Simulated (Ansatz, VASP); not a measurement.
**F: VASP beside Ansatz**

File INCAR:

```
  PREC = Accurate
  ENCUT = 910
  EDIFF = 1E-6
  ISMEAR = 0
  SIGMA = 0.05
  LREAL = F
  LASPH = T
  NELM = 120
  ALGO = Normal
  ISIF = 2
  LWAVE = F
  LCHARG = F
  GGA = PS
  NBANDS = 22
  GGA_COMPAT = F
```

KPOINTS

```
regular mesh
0
Gamma
  4 4 2
```

Contents of POSCAR:

```
F
1.0
    3.2173830004     -1.7907614553     -0.2481523329
    3.2173830004      1.7907614553     -0.2481523329
   -2.4366999323      0.0000000000      7.1787476776
F
4
Direct
    0.0848459664      0.0848459664      0.0940038325
    0.9151540336      0.9151540336      0.9059961675
    0.5015719855      0.5015719855      0.5937195244
    0.4984280145      0.4984280145      0.4062804756
```

Input for Ansatz:

```yaml
crystal:
  lattice:
    - [3.2173830004, -1.7907614553, -0.2481523329]
    - [3.2173830004, 1.7907614553, -0.2481523329]
    - [-2.4366999323, 0.0, 7.1787476776]
  atoms:
    - { symbol: F, position: [0.0848459664, 0.0848459664, 0.0940038325] }
    - { symbol: F, position: [0.9151540336, 0.9151540336, 0.9059961675] }
    - { symbol: F, position: [0.5015719855, 0.5015719855, 0.5937195244] }
    - { symbol: F, position: [0.4984280145, 0.4984280145, 0.4062804756] }
basis:
  ecutwfc: 520.0
kpoints:
  mp_grid: { grid: [4, 4, 2] }
hamiltonian:
  xc: pbesol
scf:
  occupations: { method: gaussian, width: 0.05 }
output:
  forces: true
  stress: true
  eigenvalues: true
```

Change from the starting cell: volume 20.139 Å^3 an atom, stretch along a over the lengths across it, relative to the relaxed cell 1.0326.

Alike in both runs: task single point; functional PBEsol; k mesh 4 × 4 × 2; occupations gaussian, width 0.05 eV; no spin polarisation.

```csv
,VASP,Ansatz
version,VASP 6.6.1,Ansatz 0.2.0
potentials or method,"VASP PAW PBE potentials, release 64 (F_h), cutoff 910 eV","scalar-relativistic, plane waves, PAW"
valence electrons in the cell,28,28
```

Ansatz gave:

```
gap on the k mesh at the Fermi level (eV) : 2.98
least direct gap on the mesh (eV)         : 3.06
rms of the force components (eV/Å)        : 0.276
```

Estimate VASP's values.

gap on the k mesh at the Fermi level (eV): 2.97; least direct gap on the mesh (eV): 3.05; rms of the force components (eV/Å): 0.257.

VASP's potentials were made for PBE, not for PBEsol. Atom by atom the forces differ by 0.019 eV/Å (rms over components). The functional is the same, so the differences come from potentials, cutoffs and numerics.

The k mesh is coarse, so the values compare programs but aren't converged. Noted on VASP's run: the cutoff is short for stress, so the pressure is rough.
